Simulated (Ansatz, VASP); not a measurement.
## One calculation of Ag3BiAs, two programs

```
CELL_PARAMETERS angstrom
7.28471 0.00000 0.00000
0.00000 7.28471 0.00000
0.00000 0.00000 5.05433
ATOMIC_POSITIONS crystal
Ag 0.25000 0.75000 0.50000
Ag 0.75000 0.25000 0.50000
Ag 0.75000 0.75000 0.50000
Ag 0.25000 0.25000 0.50000
Ag 0.50000 0.50000 0.50000
Ag 0.00000 0.00000 0.50000
Bi 0.50000 0.00000 0.18166
Bi 0.00000 0.50000 0.81834
As 0.50000 0.50000 0.00000
As 0.00000 0.00000 0.00000
```

Alike in both runs: functional PBE; k mesh 3 × 3 × 3; occupations gaussian, width 0.2 eV; no spin polarisation.

Ansatz relaxed the structure, and its values are those at the end. VASP's run is a single point on that final structure, the one shown.

|  | VASP | Ansatz |
| --- | --- | --- |
| version | VASP 6.6.1 | Ansatz 0.2.0 |
| potentials or method | VASP PAW PBE potentials, release 64 (Ag, Bi_d, As), cutoff 520 eV | scalar-relativistic, plane waves, PAW |
| valence electrons in the cell | 106 | 174 |

```tsv
	VASP	Ansatz	Ansatz less VASP
gap on the k mesh at the Fermi level (eV)	none	none	-
pressure (GPa)	0.0	0.1	+0.08
```

A gap of «none» marks a metal or a gap that the smearing closes. VASP's potentials hold 106 valence electrons a cell and Ansatz's 174, so a difference there can come from the potentials and not from the codes.

The k mesh is coarse, so the values compare programs but aren't converged. Neither program's run includes spin-orbit coupling.
